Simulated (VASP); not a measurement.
Wanted: the native input for a VASP 6.6.1 run.

```
Task                   : single point
Functional             : PBE
Potentials or basis    : VASP PAW PBE potentials, release 64 (Ag, Cl)
Cutoff                 : 520 eV
k mesh                 : 8 × 8 × 8
Occupations            : gaussian, width 0.05 eV
Spin                   : no spin polarisation
Dipole correction      : no
Further INCAR settings : ALGO = Normal; EDIFF = 1e-06; NBANDS = 16
```

The structure of AgCl lies in POSCAR:

```
AgCl
1.0
    0.0000000000      2.5815410227      2.8060228508
    2.5815410227      0.0000000000      2.8060228508
    2.5815410227      2.5815410227      0.0000000000
Ag Cl
1 1
Direct
    0.5000000000      0.5000000000      0.5000000000
    0.0000000000      0.0000000000      0.0000000000
```

This cell differs from its parent crystal: strain -0.080 along x and y, +0.000 along z.

One way to write it, as run:

INCAR

```
ALGO = Normal ; EDIFF = 1E-6
ENCUT = 520 ; GGA = PE
ISIF = 2 ; ISMEAR = 0
LASPH = T ; LCHARG = F
LREAL = F ; LWAVE = F
NBANDS = 16 ; NELM = 60
PREC = Accurate ; SIGMA = 0.05
```

KPOINTS

```
k-points
0
Gamma
  8 8 8
```

Potentials or basis: VASP PAW PBE potentials, release 64 (Ag, Cl).

The run is started by

```bash
$ cat potpaw_PBE.64/Ag/POTCAR potpaw_PBE.64/Cl/POTCAR > POTCAR
$ mpirun -np 1 vasp_std > vasp.out
```

It gave:

The pressure is 11.6 GPa and the band gap on the k mesh is 0.64 eV, indirect (least direct gap 3.48 eV).

Caveat: the cell differs from its parent crystal (strain -0.080 along x and y, +0.000 along z).

Wall time 31 s on 1 thread of AMD EPYC 7R43 64-Core Processor (Zen 3), with other jobs on the host, peak memory 0.14 GiB.
